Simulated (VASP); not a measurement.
Here is a VASP 6.6.1 calculation.

The input INCAR:

```
PREC     = Accurate       # precision mode
ENCUT    = 520            # plane-wave cutoff, eV
EDIFF    = 1E-6           # SCF threshold, eV
ISMEAR   = 0              # smearing method
SIGMA    = 0.01           # smearing width, eV
LREAL    = F              # projectors in reciprocal space
LASPH    = T              # aspherical terms in the spheres
NELM     = 80             # most SCF steps
ALGO     = Normal         # electronic algorithm
ISIF     = 2              # what is computed and relaxed
LWAVE    = F              # write WAVECAR
LCHARG   = T              # write CHGCAR
GGA      = PE             # functional
LELF     = T              # ELF
LVHAR    = T            
NBANDS   = 35             # bands
```

Contents of KPOINTS:

```
regular mesh
0
Gamma
  6 6 2
```

POSCAR

```
MoS2
1.0
    3.1730083673      0.0000000000      0.0000000000
   -1.5865041836      2.7479058525      0.0000000000
    0.0000000000      0.0000000000     12.4354192521
Mo S
2 4
Direct
    0.6666666667      0.3333333333      0.2500161476
    0.3333333333      0.6666666667      0.7499838524
    0.3333333333      0.6666666667      0.3751203003
    0.6666666667      0.3333333333      0.8750883708
    0.3333333333      0.6666666667      0.1249116292
    0.6666666667      0.3333333333      0.6248796997
```

Potentials or basis: VASP PAW PBE potentials, release 64 (Mo_sv, S).

Command:

```bash
$ cat potpaw_PBE.64/Mo_sv/POTCAR potpaw_PBE.64/S/POTCAR > POTCAR
$ mpirun -np 1 vasp_std > vasp.out
```

Task: Estimate the band gap on the k mesh.

Result: 0.95 eV, indirect (least direct gap 1.64 eV).

Task: Estimate the pressure.

Result: 2.3 GPa.

Task: Estimate the largest force.

Result: 0.102 eV/Å.

Stress tensor (GPa, compression positive):
```
1.80 0.00 0.00
0.00 1.80 0.00
0.00 0.00 3.16
```

A k mesh can miss the band edges.
